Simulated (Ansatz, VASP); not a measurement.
## One calculation of Al, two programs

```
CELL_PARAMETERS angstrom
5.91426 0.00000 0.00000
-2.48511 9.05593 0.00000
0.00000 0.00000 27.60905
ATOMIC_POSITIONS crystal
Al 0.03559 0.33636 0.58773
Al 0.54234 0.31110 0.57836
Al 0.98465 0.98130 0.58412
Al 0.52490 0.95477 0.57343
Al 0.61127 0.66311 0.57746
Al 0.15157 0.70270 0.58746
Al 0.84171 0.51245 0.64445
Al 0.35276 0.50234 0.64769
Al 0.70822 0.14638 0.64445
Al 0.22873 0.17155 0.64931
Al 0.53767 0.83328 0.66253
Al 0.03582 0.84004 0.66758
Al 0.68356 0.64170 0.72418
Al 0.20150 0.65109 0.72480
Al 0.54362 0.33432 0.71756
Al 0.03230 0.34111 0.71463
Al 0.38551 0.02536 0.72605
Al 0.87681 0.03741 0.72609
```

Alike in both runs: task single point; functional PBE; k mesh 6 × 4 × 1; occupations gaussian, width 0.1 eV; no spin polarisation.

```csv
,VASP,Ansatz
version,VASP 6.6.1,Ansatz 0.2.0
potentials or method,"VASP PAW PBE potentials, release 64 (Al), cutoff 520 eV","scalar-relativistic, plane waves, PAW"
valence electrons in the cell,54,54
```

```tsv
	VASP	Ansatz	Ansatz less VASP
gap on the k mesh at the Fermi level (eV)	none	none	-
rms of the force components (eV/Å)	0.180	0.180	+0.0002
```

Atom by atom the forces differ by 0.002 eV/Å (rms over components). A gap of «none» marks a metal or a gap that the smearing closes. The functional is the same, so the differences come from potentials, cutoffs and numerics. Ansatz's warnings: xc potential rough in thin density.
